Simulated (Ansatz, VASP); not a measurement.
**One calculation of ScNb, two programs**

```xyz
2
Lattice="2.9854 0.0184 -0.0228 -1.4767 2.5460 0.0161 -0.0378 0.0089 4.9763" Properties=species:S:1:pos:R:3 pbc="T T T"
Sc    0.0566    0.0792   -0.1101
Nb   -0.0649    1.6287    2.6013
```

Change from the starting cell: all atoms moved at random, cell strained at random.

Alike in both runs: task single point; functional PBEsol; k mesh 14 × 14 × 8; occupations gaussian, width 0.1 eV; no spin polarisation.

|  | VASP | Ansatz |
| --- | --- | --- |
| version | VASP 6.6.1 | Ansatz 0.2.0 |
| potentials or method | VASP PAW PBE potentials, release 64 (Sc_sv, Nb_sv), cutoff 520 eV | scalar-relativistic, plane waves, PAW |
| valence electrons in the cell | 24 | 24 |

```tsv
	VASP	Ansatz	Ansatz less VASP
gap on the k mesh at the Fermi level (eV)	none	none	-
pressure (GPa)	6.7	6.7	0.00
traceless stress, the component that is largest in VASP (GPa)	2.00	2.02	+0.026
rms of the force components (eV/Å)	0.742	0.735	-0.0066
```

VASP's potentials were made for PBE, not for PBEsol. Atom by atom the forces differ by 0.007 eV/Å (rms over components). A gap of «none» marks a metal or a gap that the smearing closes.
